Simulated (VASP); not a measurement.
# Li2Se (Fm-3m) in VASP: a series of runs, part 2 of 2

VASP 6.6.1. Earlier steps stand in the parts before.

## (4) Single point, HSE06 (strain +1.0%)

The input, POSCAR:

```
Li2Se
1.0
    0.0000000000      3.0234562679      3.0234562679
    3.0234562679      0.0000000000      3.0234562679
    3.0234562679      3.0234562679      0.0000000000
Se Li
1 2
Direct
    0.0000000000      0.0000000000      0.0000000000
    0.2500000000      0.2500000000      0.2500000000
    0.7500000000      0.7500000000      0.7500000000
```

The input, INCAR.step1:

```
  ALGO = Normal
  EDIFF = 1E-5
  ENCUT = 650
  GGA = PE
  GGA_COMPAT = F
  ISIF = 2
  ISMEAR = 0
  LASPH = T
  LCHARG = F
  LREAL = F
  LWAVE = T
  NBANDS = 13
  NELM = 120
  PREC = Accurate
  SIGMA = 0.01
```

The input, INCAR.step2:

```
  ALGO = Normal
  EDIFF = 1E-6
  ENCUT = 650
  GGA = PE
  GGA_COMPAT = F
  HFSCREEN = 0.2079
  ISIF = 2
  ISMEAR = 0
  ISTART = 1
  LASPH = T
  LCHARG = F
  LHFCALC = T
  LREAL = F
  LWAVE = F
  NBANDS = 13
  NELM = 120
  PREC = Accurate
  PRECFOCK = Normal
  SIGMA = 0.01
```

The input, KPOINTS:

```
k-points
0
Gamma
  6 6 6
```

Potentials or basis: VASP PAW PBE potentials, release 64 (Se, Li_sv).

Launch:

```bash
$ cat potpaw_PBE.64/Se/POTCAR potpaw_PBE.64/Li_sv/POTCAR > POTCAR
$ cp INCAR.step1 INCAR
$ mpirun -np 1 vasp_std > vasp.out
$ cp INCAR.step2 INCAR
$ mpirun -np 1 vasp_std > vasp.out
```

OUTCAR:

```text
EDIFF = 1E-6
   ENCUT = 650
   GGA = PE
   HFSCREEN = 0.2079
   ISIF = 2
   ISMEAR = 0
   ISTART = 1
   LASPH = T
   LHFCALC = T
   LREAL = F
   NELM = 120
   PREC = Accurate
   PRECFOCK = Normal

 ion  position               nearest neighbor table
   1  0.000  0.000  0.000-   3 2.62   3 2.62   3 2.62   2 2.62   3 2.62   2 2.62   2 2.62   2 2.62

   2  0.250  0.250  0.250-   1 2.62   1 2.62   1 2.62   1 2.62
   3  0.750  0.750  0.750-   1 2.62   1 2.62   1 2.62   1 2.62

  LATTYP: Found a face centered cubic cell.
 ALAT       =     6.0469125358

  Lattice vectors:

 A1 = (   0.0000000000,   3.0234562679,   3.0234562679)
 A2 = (   3.0234562679,   0.0000000000,   3.0234562679)
 A3 = (   3.0234562679,   3.0234562679,   0.0000000000)

Analysis of symmetry for initial positions (statically):
=====================================================================
 Subroutine PRICEL returns:
 Original cell was already a primitive cell.

 Routine SETGRP: Setting up the symmetry group for a
 face centered cubic supercell.

 Subroutine GETGRP returns: Found 48 space group operations
 (whereof 48 operations were pure point group operations)
 out of a pool of 48 trial point group operations.

The static configuration has the point symmetry O_h .

Analysis of symmetry for dynamics (positions and initial velocities):
=====================================================================
 Subroutine PRICEL returns:
 Original cell was already a primitive cell.

 Routine SETGRP: Setting up the symmetry group for a
 face centered cubic supercell.

 Subroutine GETGRP returns: Found 48 space group operations
 (whereof 48 operations were pure point group operations)
 out of a pool of 48 trial point group operations.

The dynamic configuration has the point symmetry O_h .

 Subroutine INISYM returns: Found 48 space group operations
 (whereof 48 operations are pure point group operations),
 and found     1 'primitive' translations

----------------------------------------------------------------------------------------

                                     Primitive cell

  volume of cell :      55.2766

  direct lattice vectors                    reciprocal lattice vectors
     0.000000000  3.023456268  3.023456268    -0.165373650  0.165373650  0.165373650
     3.023456268  0.000000000  3.023456268     0.165373650 -0.165373650  0.165373650
     3.023456268  3.023456268  0.000000000     0.165373650  0.165373650 -0.165373650

  length of vectors
     4.275812859  4.275812859  4.275812859     0.286435565  0.286435565  0.286435565

  position of ions in fractional coordinates (direct lattice)
     0.000000000  0.000000000  0.000000000
     0.250000000  0.250000000  0.250000000
     0.750000000  0.750000000  0.750000000

  ion indices of the primitive-cell ions
   primitive index   ion index
                 1           1
                 2           2
                 3           3

----------------------------------------------------------------------------------------

 KPOINTS: k-points

Automatic generation of k-mesh.
 Grid dimensions read from file:
 generate k-points for:    6    6    6

 Generating k-lattice:
[... 42 lines left out ...]
   NGXF,Y,Z  is equivalent  to a cutoff of  27.99, 27.99, 27.99 a.u.
 SYSTEM =  unknown system
   PREC   = accura    normal or accurate (medium, high low for compatibility)
   ISTART =      1    job   : 0-new  1-cont  2-samecut
   ICHARG =      0    charge: 1-file 2-atom 10-const
   ISPIN  =      1    spin polarized calculation?
   LNONCOLLINEAR =      F non collinear calculations
   LSORBIT =      F    spin-orbit coupling
   LASPH  =      T    aspherical Exc in radial PAW
   ENCUT  =  650.0 eV  47.77 Ry    6.91 a.u.   8.89  8.89  8.89*2*pi/ulx,y,z
   NELM   =    120;   NELMIN=  2; NELMDL=  0     # of ELM steps
   EDIFF  = 0.1E-05   stopping-criterion for ELM
   LREAL  =      F    real-space projection
   EDIFFG = 0.1E-04   stopping-criterion for IOM
   NSW    =      0    number of steps for IOM
   IBRION =     -1    ionic relax: 0-MD 1-quasi-New 2-CG
   NFREE  =      0    steps in history (QN), initial steepest desc. (CG)
   ISIF   =      2    stress and relaxation
   ISYM   =      3    0-nonsym 1-usesym 2-fastsym
   POTIM  = 0.5000    time-step for ionic-motion
   TEBEG  =    0.0;   TEEND  =   0.0 temperature during run
   PSTRESS=    0.0 pullay stress
   NELECT =      12.0000    total number of electrons
   NUPDOWN=      -1.0000    fix difference up-down
   EMIN   =  10.00;   EMAX   =-10.00  energy-range for DOS
   EFERMI =   0.00;   METHOD = LEGACY
   ISMEAR =     0;   SIGMA  =   0.01  broadening in eV -4-tet -1-fermi 0-gaus
   EFERMI_NEDOS =   21; number of points for ismear=-14 and -15
   IALGO  =     38    algorithm
   IMIX   =      1    mixing-type and parameters
     AMIX     =   0.40;   BMIX     =  1.00
     AMIX_MAG =   1.60;   BMIX_MAG =  1.00
  volume/ion in A,a.u.               =      18.43       124.34
  Fermi-wavevector in a.u.,A,eV,Ry     =   0.983909  1.859318 13.171484  0.968077
  Thomas-Fermi vector in A             =   2.115102
   LORBIT       =      0    0 simple, 1 ext, 2 COOP (PROOUT), +10 PAW based schemes
   GGA     = PE    functional components
   LHFCALC =     T    Hartree Fock is set to
   PRECFOCK=normal    Normal, Fast or Accurate (Low or Medium for compatibility)
   ENCUT4O =  -1.0   cutoff for four orbital integrals eV
   NKREDX  =     1    reduce k-point grid by
   NKREDY  =     1    reduce k-point grid by
   NKREDZ  =     1    reduce k-point grid by
   AEXX    =    0.2500 exact exchange contribution
   HFSCREEN=    0.2079 screening length (either q_TF or 0.3 A-1)
   HFSCREENC=   0.2079 screening length for correlation (either q_TF or 0.3 A-1)
   ENCUTFOCK=  -1.0 apply spherical cutoff to Coloumb kernel
   IVDW    =     0    specifies the selected vdW correction
   LEPSILON=     F    determine dielectric tensor
   LRPA    =     F    only Hartree local field effects (RPA)
 non-spin polarized calculation
 Gauss-broadening in eV      SIGMA  =   0.01
  energy-cutoff  :      650.00
  volume of cell :       55.28
 maximum number of plane-waves:      2100
  NGX = 28; NGY = 28; NGZ = 28

 number of electron      11.9999990 magnetization

 Free energy of the ion-electron system (eV)
  ---------------------------------------------------
  ext. energy  EPLUGINS =         0.00000000
  ---------------------------------------------------
  free energy    TOTEN  =       -12.55642769 eV

  energy without entropy =      -12.55642769  energy(sigma->0) =      -12.55642769

 E-fermi :   0.3772     XC(G=0):  -6.8573

 val. band max:        0.2294045020   @ k =   0.0000   0.0000   0.0000
 cond. band min:       4.0756294994   @ k =   0.5000   0.5000   0.0000
 fundamental gap:      3.8462249975
 Fermi energy:         0.3772469223

 k-point     1 :       0.0000    0.0000    0.0000
  band No.  band energies     occupation
      1     -47.5752      2.00000
      2     -47.5526      2.00000
      3     -12.1719      2.00000
      4       0.2294      2.00000
      5       0.2294      2.00000
      6       0.2294      2.00000
      7       4.4832      0.00000
      8       6.8794      0.00000
      9       6.8794      0.00000
     10       6.8794      0.00000
     11      11.9139      0.00000
     12      11.9139      0.00000
     13      12.2712      0.00000
[... 226 lines left out ...]
  band No.  band energies     occupation
      1     -47.5652      2.00000
      2     -47.5612      2.00000
      3     -11.6321      2.00000
      4      -2.0143      2.00000
      5      -1.5436      2.00000
      6      -1.4987      2.00000
      7       5.3704      0.00000
      8       8.2815      0.00000
      9       8.8428      0.00000
     10      10.5878      0.00000
     11      12.0625      0.00000
     12      12.9459      0.00000
     13      13.3975      0.00000

------------------------ aborting loop because EDIFF is reached ----------------------------------------

  FORCE on cell =-STRESS in cart. coord.  units (eV):
  Direction    XX          YY          ZZ          XY          YZ          ZX
  --------------------------------------------------------------------------------------
  -------------------------------------------------------------------------------------
  Total       -0.5162409     -0.5162409     -0.5162409      0.0000000      0.0000000      0.0000000
  in kB      -14.9631118    -14.9631118    -14.9631118      0.0000000      0.0000000      0.0000000
  external PRESSURE =     -14.9631118 kB  Pullay stress =       0.0000000 kB

 VOLUME and BASIS-vectors are now :
 -----------------------------------------------------------------------------
  energy-cutoff  :      650.00
  volume of cell :       55.28
      direct lattice vectors                 reciprocal lattice vectors
     0.000000000  3.023456268  3.023456268    -0.165373650  0.165373650  0.165373650
     3.023456268  0.000000000  3.023456268     0.165373650 -0.165373650  0.165373650
     3.023456268  3.023456268  0.000000000     0.165373650  0.165373650 -0.165373650

 POSITION                                       TOTAL-FORCE (eV/Angst)
 -----------------------------------------------------------------------------------
      0.00000      0.00000      0.00000         0.000000      0.000000      0.000000
      1.51173      1.51173      1.51173        -0.000000     -0.000000      0.000000
      4.53518      4.53518      4.53518         0.000000      0.000000     -0.000000
 -----------------------------------------------------------------------------------
    total drift:                               -0.000000     -0.000000     -0.000000

  FREE ENERGIE OF THE ION-ELECTRON SYSTEM (eV)
  ---------------------------------------------------
  free  energy   TOTEN  =       -12.5564276852 eV

  energy  without entropy=      -12.5564276852  energy(sigma->0) =      -12.55642769
```

Wall time 21 min (1 thread of Intel Xeon 6975P-C (Granite Rapids), shared host); peak memory 0.34 GiB.

Results:

```
Free energy            : -12.5564 eV
Pressure               : -1.5 GPa
Band gap on the k mesh : 3.85 eV (least direct gap 4.25 eV)
```

Caveat: the cell differs from its parent crystal (strain +1.0%); the PAW data sets were made with another functional, which shifts forces and pressure a little. A k mesh can miss the band edges.

## (5) Summary

| level | cell | k mesh | cutoff (eV) | grid for exact exchange (PRECFOCK) | share of exact exchange | screening parameter | gap on the mesh (eV) | pressure (GPa) |
| --- | --- | --- | --- | --- | --- | --- | --- | --- |
| r2SCAN | a = 4.276 Å, angles 60.0°, 3 atoms | 8 × 8 × 8 | 830 | - | - | - | 3.48 | -1.2 |
| r2SCAN | a = 4.318 Å, angles 60.0°, 3 atoms | 8 × 8 × 8 | 830 | - | - | - | 3.49 | -2.1 |
| HSE06 | a = 4.276 Å, angles 60.0°, 3 atoms | 6 × 6 × 6 | 650 | Normal | 0.25 | 0.2079 1/Å | 3.85 | -1.5 |

Alike in all rows: task single point; potentials or basis VASP PAW PBE potentials, release 64 (Se, Li_sv); no spin polarisation; smearing gaussian 0.01 eV.

Caveats: the PAW data sets were made with another functional, which shifts forces and pressure a little.

Total energies depend on the potentials used, so only differences within one code and one set of settings carry meaning.
